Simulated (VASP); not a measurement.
# Al (P6_3/mmc) in VASP: a series of runs

Runs on Al. Level: PBE. Tasks: single point, relaxation of cell and atoms.

Program: VASP 6.6.1. These are calculated values, not measurements. Logs are shortened: lines on timing, memory, paths and dates and some standing lists are left out, and cuts for length are marked.

## 1. The cell of the first run

It takes space group P6_3/mmc (No. 194, hexagonal). Conventional cell: a = 2.847 Å, b = 2.847 Å, c = 4.742 Å, α = 90.00°, β = 90.00°, γ = 120.00°. Al (site symmetry -6m2) has 12 Al at 2.85 to 2.89 Å within 3.8 Å.

## 2. Single point, PBE

Input file INCAR:

```
SYSTEM = Al
PREC     = Accurate       ! precision mode
ENCUT    = 520            ! plane-wave cutoff, eV
EDIFF    = 1E-6           ! SCF threshold, eV
ISMEAR   = 0              ! smearing method
SIGMA    = 0.05           ! smearing width, eV
LREAL    = .False.        ! projectors in reciprocal space
LASPH    = .True.         ! aspherical terms in the spheres
NELM     = 80             ! most SCF steps
ALGO     = Normal         ! electronic algorithm
ISIF     = 2              ! what is computed and relaxed
LWAVE    = .False.        ! write WAVECAR
LCHARG   = .False.        ! write CHGCAR
GGA      = PE             ! functional
NBANDS   = 10             ! bands
```

Input file KPOINTS:

```
regular mesh
0
Gamma
  16 16 10
  0 0 0
```

Input file POSCAR:

```
Al
1.0
    2.8474735670      0.0000000000      0.0000000000
   -1.4237367835      2.4659844456      0.0000000000
    0.0000000000      0.0000000000      4.7415834239
Al
2
Direct
    0.3333333333      0.6666666667      0.7500000000
    0.6666666667      0.3333333333      0.2500000000
```

Potentials or basis: VASP PAW PBE potentials, release 64 (Al).

On the command line:

```console
> cat potpaw_PBE.64/Al/POTCAR > POTCAR
> mpirun -np 1 vasp_std > vasp.out
```

OUTCAR:

```text
SYSTEM = Al
   PREC = Accurate
   ENCUT = 520
   EDIFF = 1E-6
   ISMEAR = 0
   LREAL = .False.
   LASPH = .True.
   NELM = 80
   ISIF = 2
   GGA = PE

 ion  position               nearest neighbor table
   1  0.333  0.667  0.750-   2 2.89   2 2.89   2 2.89   2 2.89   2 2.89   2 2.89
   2  0.667  0.333  0.250-   1 2.89   1 2.89   1 2.89   1 2.89   1 2.89   1 2.89

  LATTYP: Found a hexagonal cell.
 ALAT       =     2.8474735670
 C/A-ratio  =     1.6651896189

  Lattice vectors:

 A1 = (   2.8474735670,   0.0000000000,   0.0000000000)
 A2 = (  -1.4237367835,   2.4659844456,   0.0000000000)
 A3 = (   0.0000000000,   0.0000000000,   4.7415834239)

Analysis of symmetry for initial positions (statically):
=====================================================================
 Subroutine PRICEL returns:
 Original cell was already a primitive cell.

 Routine SETGRP: Setting up the symmetry group for a
 hexagonal supercell.

 Subroutine GETGRP returns: Found 24 space group operations
 (whereof 12 operations were pure point group operations)
 out of a pool of 24 trial point group operations.

The static configuration has the point symmetry D_3d.
 The point group associated with its full space group is D_6h.

Analysis of symmetry for dynamics (positions and initial velocities):
=====================================================================
 Subroutine PRICEL returns:
 Original cell was already a primitive cell.

 Routine SETGRP: Setting up the symmetry group for a
 hexagonal supercell.

 Subroutine GETGRP returns: Found 24 space group operations
 (whereof 12 operations were pure point group operations)
 out of a pool of 24 trial point group operations.

The dynamic configuration has the point symmetry D_3d.
 The point group associated with its full space group is D_6h.

 Subroutine INISYM returns: Found 24 space group operations
 (whereof 12 operations are pure point group operations),
 and found     1 'primitive' translations

----------------------------------------------------------------------------------------

                                     Primitive cell

  volume of cell :      33.2946

  direct lattice vectors                    reciprocal lattice vectors
     2.847473567  0.000000000  0.000000000     0.351188510  0.202758781  0.000000000
    -1.423736784  2.465984446  0.000000000     0.000000000  0.405517562  0.000000000
     0.000000000  0.000000000  4.741583424     0.000000000  0.000000000  0.210900012

  length of vectors
     2.847473567  2.847473567  4.741583424     0.405517562  0.405517562  0.210900012

  position of ions in fractional coordinates (direct lattice)
     0.333333333  0.666666667  0.750000000
     0.666666667  0.333333333  0.250000000

  ion indices of the primitive-cell ions
   primitive index   ion index
                 1           1
                 2           2

----------------------------------------------------------------------------------------

 KPOINTS: regular mesh

Automatic generation of k-mesh.
 Grid dimensions read from file:
 generate k-points for:   16   16   10

 Generating k-lattice:

  Cartesian coordinates                     Fractional coordinates (reciprocal lattice)
     0.021949282  0.012672424  0.000000000     0.062500000  0.000000000  0.000000000
     0.000000000  0.025344848  0.000000000     0.000000000  0.062500000  0.000000000
     0.000000000  0.000000000  0.021090001     0.000000000  0.000000000  0.100000000

  Length of vectors
     0.025344848  0.025344848  0.021090001

  Shift w.r.t. Gamma in fractional coordinates (k-lattice)
     0.000000000  0.000000000  0.000000000

 Subroutine IBZKPT returns following result:
 ===========================================

 Found    180 irreducible k-points:

 Following reciprocal coordinates:
            Coordinates               Weight
  0.000000  0.000000  0.000000      1.000000
  0.062500 -0.000000  0.000000      6.000000
  0.125000 -0.000000  0.000000      6.000000
  0.187500 -0.000000  0.000000      6.000000
  0.250000 -0.000000  0.000000      6.000000
  0.312500 -0.000000  0.000000      6.000000
[... 16 lines left out ...]
  0.187500  0.187500  0.000000      6.000000
  0.250000  0.187500  0.000000     12.000000
 [... further k-points ...]
   k-points           NKPTS =    180   k-points in BZ     NKDIM =    180   number of bands    NBANDS=     10
   number of dos      NEDOS =    301   number of ions     NIONS =      2
   total plane-waves  NPLWV =  20736
   dimension x,y,z NGX =    24 NGY =   24 NGZ =   36
   dimension x,y,z NGXF=    48 NGYF=   48 NGZF=   72
   ions per type =               2
   NGX,Y,Z   is equivalent  to a cutoff of  14.01, 14.01, 12.62 a.u.
   NGXF,Y,Z  is equivalent  to a cutoff of  28.02, 28.02, 25.24 a.u.
 SYSTEM =  Al
   PREC   = accura    normal or accurate (medium, high low for compatibility)
   ISTART =      0    job   : 0-new  1-cont  2-samecut
   ICHARG =      2    charge: 1-file 2-atom 10-const
   ISPIN  =      1    spin polarized calculation?
   LNONCOLLINEAR =      F non collinear calculations
   LSORBIT =      F    spin-orbit coupling
   LASPH  =      T    aspherical Exc in radial PAW
   ENCUT  =  520.0 eV  38.22 Ry    6.18 a.u.   5.29  5.29  8.82*2*pi/ulx,y,z
   NELM   =     80;   NELMIN=  2; NELMDL= -5     # of ELM steps
   EDIFF  = 0.1E-05   stopping-criterion for ELM
   LREAL  =      F    real-space projection
   EDIFFG = 0.1E-04   stopping-criterion for IOM
   NSW    =      0    number of steps for IOM
   IBRION =     -1    ionic relax: 0-MD 1-quasi-New 2-CG
   NFREE  =      0    steps in history (QN), initial steepest desc. (CG)
   ISIF   =      2    stress and relaxation
   ISYM   =      2    0-nonsym 1-usesym 2-fastsym
   POTIM  = 0.5000    time-step for ionic-motion
   TEBEG  =    0.0;   TEEND  =   0.0 temperature during run
   PSTRESS=    0.0 pullay stress
   NELECT =       6.0000    total number of electrons
   NUPDOWN=      -1.0000    fix difference up-down
   EMIN   =  10.00;   EMAX   =-10.00  energy-range for DOS
   EFERMI =   0.00;   METHOD = LEGACY
   ISMEAR =     0;   SIGMA  =   0.05  broadening in eV -4-tet -1-fermi 0-gaus
   EFERMI_NEDOS =   21; number of points for ismear=-14 and -15
   IALGO  =     38    algorithm
   IMIX   =      4    mixing-type and parameters
     AMIX     =   0.40;   BMIX     =  1.00
     AMIX_MAG =   1.60;   BMIX_MAG =  1.00
  volume/ion in A,a.u.               =      16.65       112.34
  Fermi-wavevector in a.u.,A,eV,Ry     =   0.924700  1.747429 11.633930  0.855070
  Thomas-Fermi vector in A             =   2.050474
   LORBIT       =      0    0 simple, 1 ext, 2 COOP (PROOUT), +10 PAW based schemes
   GGA     = PE    functional components
   LHFCALC =     F    Hartree Fock is set to
   AEXX    =    0.0000 exact exchange contribution
   IVDW    =     0    specifies the selected vdW correction
   LEPSILON=     F    determine dielectric tensor
   LRPA    =     F    only Hartree local field effects (RPA)
 non-spin polarized calculation
 Gauss-broadening in eV      SIGMA  =   0.05
  energy-cutoff  :      520.00
  volume of cell :       33.29
 maximum number of plane-waves:       911
 NGX is ok and might be reduce to    24
   NGX = 11   NGY = 11   NGZ = 17

 number of electron       6.0000000 magnetization

 Free energy of the ion-electron system (eV)
  ---------------------------------------------------
  ext. energy  EPLUGINS =         0.00000000
  ---------------------------------------------------
  free energy    TOTEN  =        -7.42726782 eV

  energy without entropy =       -7.42639031  energy(sigma->0) =       -7.42682906

 E-fermi :   7.8953     XC(G=0): -10.1659

 val. band max:        7.8886022316   @ k =   0.3125   0.1250   0.5000
 cond. band min:       7.9128300972   @ k =   0.3750  -0.0000   0.1000
 fundamental gap:      0.0242278656
 Fermi energy:         7.8952599951

 k-point     1 :       0.0000    0.0000    0.0000
  band No.  band energies     occupation
      1      -3.1681      2.00000
      2       3.2542      2.00000
      3       3.2974      2.00000
      4      18.7198      0.00000
      5      18.7198      0.00000
      6      19.0858      0.00000
      7      19.0858      0.00000
      8      19.7083      0.00000
      9      21.4982      0.00000
     10      22.0941      0.00000

 k-point     2 :       0.0625   -0.0000    0.0000
  band No.  band energies     occupation
      1      -3.0730      2.00000
      2       3.3427      2.00000
      3       3.3905      2.00000
      4      16.8769      0.00000
      5      17.6648      0.00000
      6      18.7982      0.00000
      7      20.3020      0.00000
      8      20.4623      0.00000
      9      21.4640      0.00000
     10      22.3029      0.00000

 k-point     3 :       0.1250   -0.0000    0.0000
  band No.  band energies     occupation
      1      -2.7882      2.00000
      2       3.6080      2.00000
      3       3.6685      2.00000
      4      14.5363      0.00000
      5      16.6107      0.00000
      6      17.9120      0.00000
      7      19.9723      0.00000
      8      20.3060      0.00000
      9      21.5120      0.00000
     10      21.6590      0.00000

 k-point     4 :       0.1875   -0.0000    0.0000
  band No.  band energies     occupation
      1      -2.3149      2.00000
      2       4.0502      2.00000
      3       4.1273      2.00000
      4      12.2466      0.00000
      5      15.7172      0.00000
      6      16.8405      0.00000
      7      18.1530      0.00000
      8      18.3805      0.00000
      9      21.0096      0.00000
     10      21.6480      0.00000
[... 222 lines left out ...]
 k-point    22 :       0.4375    0.1250    0.0000
  band No.  band energies     occupation
      1       2.9728      2.00000
      2       3.1367      2.00000
      3       8.7739      0.00000
      4       9.0990      0.00000
      5       9.2744      0.00000
      6       9.6525      0.00000
      7      11.0727      0.00000
      8      16.4602      0.00000
      9      16.4993      0.00000
     10      18.8659      0.00000

 k-point    23 :       0.1875    0.1875    0.0000
  band No.  band energies     occupation
      1      -0.6243      2.00000
      2       5.6401      2.00000
      3       5.7053      2.00000
      4       9.5602      0.00000
      5       9.7331      0.00000
      6      15.0432      0.00000
      7      15.4041      0.00000
      8      16.1857      0.00000
      9      16.3555      0.00000
     10      21.5181      0.00000

 k-point    24 :       0.2500    0.1875    0.0000
  band No.  band energies     occupation
      1       0.3059      2.00000
      2       6.3989      2.00000
      3       6.5201      2.00000
      4       7.8543      1.75301
      5       9.1565      0.00000
      6      13.5113      0.00000
      7      13.8948      0.00000
      8      15.4218      0.00000
      9      15.4514      0.00000
     10      21.5023      0.00000

 [... further k-points ...]
[... 5 lines left out ...]
  --------------------------------------------------------------------------------------
  -------------------------------------------------------------------------------------
  Total       -0.0068439     -0.0068439      0.0025327      0.0000000      0.0000000      0.0000000
  in kB       -0.3293384     -0.3293384      0.1218762      0.0000000      0.0000000      0.0000000
  external PRESSURE =      -0.1789335 kB  Pullay stress =       0.0000000 kB

 VOLUME and BASIS-vectors are now :
 -----------------------------------------------------------------------------
  energy-cutoff  :      520.00
  volume of cell :       33.29
      direct lattice vectors                 reciprocal lattice vectors
     2.847473567  0.000000000  0.000000000     0.351188510  0.202758781  0.000000000
    -1.423736784  2.465984446  0.000000000     0.000000000  0.405517562  0.000000000
     0.000000000  0.000000000  4.741583424     0.000000000  0.000000000  0.210900012

 POSITION                                       TOTAL-FORCE (eV/Angst)
 -----------------------------------------------------------------------------------
     -0.00000      1.64399      3.55619         0.000000      0.000000      0.000000
      1.42374      0.82199      1.18540        -0.000000      0.000000      0.000000
 -----------------------------------------------------------------------------------
    total drift:                                0.000000     -0.000000     -0.000000

  FREE ENERGIE OF THE ION-ELECTRON SYSTEM (eV)
  ---------------------------------------------------
  free  energy   TOTEN  =        -7.4272678211 eV

  energy  without entropy=       -7.4263903082  energy(sigma->0) =       -7.42682906
```

Run time: 36 s. Hardware: 1 thread of Intel Xeon 6975P-C, shared host; peak memory 0.18 GiB.

What came out:

- Free energy: -7.4273 eV
- Pressure: 0.0 GPa
- Band gap on the k mesh: zero (band 3 reaches 11.83 eV, above the bottom of band 4 at 4.74 eV)

Levels at points of the mesh, in eV from the Fermi level:
```
           k point  band 1  band 2  band 3  band 4  band 5  band 6  band 7
(0.00, 0.00, 0.00)  -11.06   -4.64   -4.60   10.82   10.82   11.19   11.19
(0.50, 0.00, 0.00)   -5.20   -5.03    0.62    0.95    1.50    1.61    5.80
(0.00, 0.00, 0.50)   -9.43   -9.43    3.08    3.08   12.02   12.02   12.02
(0.50, 0.00, 0.50)   -3.86   -3.86   -3.16   -3.16    7.20    7.20    7.56
```

## 3. Relaxation of cell and atoms, PBE

This run uses another cell than the first one, of 16.61 Å³/atom, 0.998 times its volume.

Input file INCAR:

```
PREC = Accurate
ENCUT = 600
EDIFF = 1E-7
ISMEAR = 0
SIGMA = 0.05
LREAL = False
LASPH = True
NELM = 60
ALGO = Normal
ISIF = 3
LWAVE = False
LCHARG = False
GGA = PE
IBRION = 2
NSW = 80
EDIFFG = -0.01
```

Input file KPOINTS:

```
Automatic mesh
0
Gamma
  16 16 10
```

Input file POSCAR:

```
Al
1.0
    2.8635818422      0.0000000000      0.0000000000
   -1.4317909211      2.4799346212      0.0000000000
    0.0000000000      0.0000000000      4.6771836756
Al
2
Direct
    0.3333333333      0.6666666667      0.7500000000
    0.6666666667      0.3333333333      0.2500000000
```

Potentials or basis: VASP PAW PBE potentials, release 64 (Al).

On the command line:

```console
> cat potpaw_PBE.64/Al/POTCAR > POTCAR
> mpirun -np 1 vasp_std > vasp.out
```

It took 2.9 min on 1 thread of Intel Xeon 6975P-C, shared host; peak memory 0.18 GiB.

Results (log left out):

- Free energy: -7.4274 eV
- Relaxed volume: 16.66 Å³/atom
- Relaxed cell: a = 2.846 Å, b = 2.846 Å, c = 4.751 Å, α = 90.00°, β = 90.00°, γ = 120.00°
- Space group after relaxing (to 0.05 Å): P6_3/mmc (No. 194)
- Energy gained by relaxing: 0.7 meV/atom
- Ionic steps: 9
- Pressure after relaxing: -0.1 GPa
- Band gap on the k mesh: zero (band 3 reaches 11.78 eV, above the bottom of band 4 at 4.74 eV)

Step by step:
```tsv
step	energy change (eV)	largest force (eV/Å)	pressure (GPa)	volume (Å³)
1	0.0000	0.0000	0.18	33.21
2	-0.0005	0.0000	-0.04	33.30
3	-0.0007	0.0000	-0.64	33.57
4	-0.0009	0.0000	-0.45	33.48
5	-0.0011	0.0000	-0.37	33.44
6	-0.0013	0.0000	-0.09	33.34
7	-0.0013	0.0000	-0.13	33.35
8	-0.0013	0.0000	-0.12	33.35
9	-0.0014	0.0000	-0.06	33.32
```

Final structure:
```
Al
1.0
     2.84577    0.00000    0.00000
    -1.42288    2.46451    0.00000
     0.00000    0.00000    4.75052
Al
2
Direct
  0.33333 0.66667 0.75000
  0.66667 0.33333 0.25000
```

Levels at points of the mesh, in eV from the Fermi level:
```
           k point  band 1  band 2  band 3  band 4  band 5  band 6  band 7
(0.00, 0.00, 0.00)  -11.05   -4.64   -4.62   10.87   10.87   11.22   11.22
(0.50, 0.00, 0.00)   -5.18   -5.01    0.62    0.94    1.50    1.60    5.83
(0.00, 0.00, 0.50)   -9.42   -9.42    3.04    3.04   12.05   12.05   12.05
(0.50, 0.00, 0.50)   -3.84   -3.84   -3.15   -3.15    7.23    7.23    7.56
```
